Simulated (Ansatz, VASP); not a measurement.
One calculation of Ga, two programs

File INCAR:

```
  ALGO = Normal
  EDIFF = 1E-7
  ENCUT = 520
  GGA = PE
  ISIF = 2
  ISMEAR = -1
  LASPH = T
  LCHARG = F
  LREAL = F
  LWAVE = F
  NBANDS = 20
  NELM = 100
  PREC = Accurate
  SIGMA = 0.08
```

The input KPOINTS:

```
k-points
0
Gamma
  17 17 17
```

The input POSCAR:

```
Ga
1.0
   -2.4427782745      2.4427782745      1.2840057960
    2.4427782745     -2.4427782745      1.2840057960
    2.4427782745      2.4427782745     -1.2840057960
Ga
2
Direct
   -0.3750000000     -0.1250000000     -0.2500000000
    0.3750000000      0.1250000000      0.2500000000
```

Input for Ansatz:

```yaml
crystal:
  lattice:
    - [-2.4427782745, 2.4427782745, 1.284005796]
    - [2.4427782745, -2.4427782745, 1.284005796]
    - [2.4427782745, 2.4427782745, -1.284005796]
  atoms:
    - { symbol: Ga, position: [-0.375, -0.125, -0.25] }
    - { symbol: Ga, position: [0.375, 0.125, 0.25] }
kpoints:
  mp_grid: { grid: [17, 17, 17] }
scf:
  occupations: { method: fermi_dirac, width: 0.08 }
hamiltonian:
  xc: pbe
  pseudopotentials: { kind: all_electron, lapw: { basis_error: 0.001 } }
output:
  forces: true
  stress: true
  eigenvalues: true
  populations: true
```

Change from the starting cell: volume scaled by 0.78, LAPW.

Alike in both runs: task single point; functional PBE; k mesh 17 × 17 × 17; occupations fermi-dirac, width 0.08 eV; no spin polarisation.

|  | VASP | Ansatz |
| --- | --- | --- |
| version | VASP 6.6.1 | Ansatz 0.2.0 |
| potentials or method | VASP PAW PBE potentials, release 64 (Ga_d), cutoff 520 eV | all-electron LAPW, scalar-relativistic |

```tsv
	VASP	Ansatz	Ansatz less VASP
pressure (GPa)	22.6	22.4	-0.22
traceless stress, the component that is largest in VASP (GPa)	-0.08	-0.09	-0.009
```

Ansatz ran all-electron here, and VASP with PAW potentials.
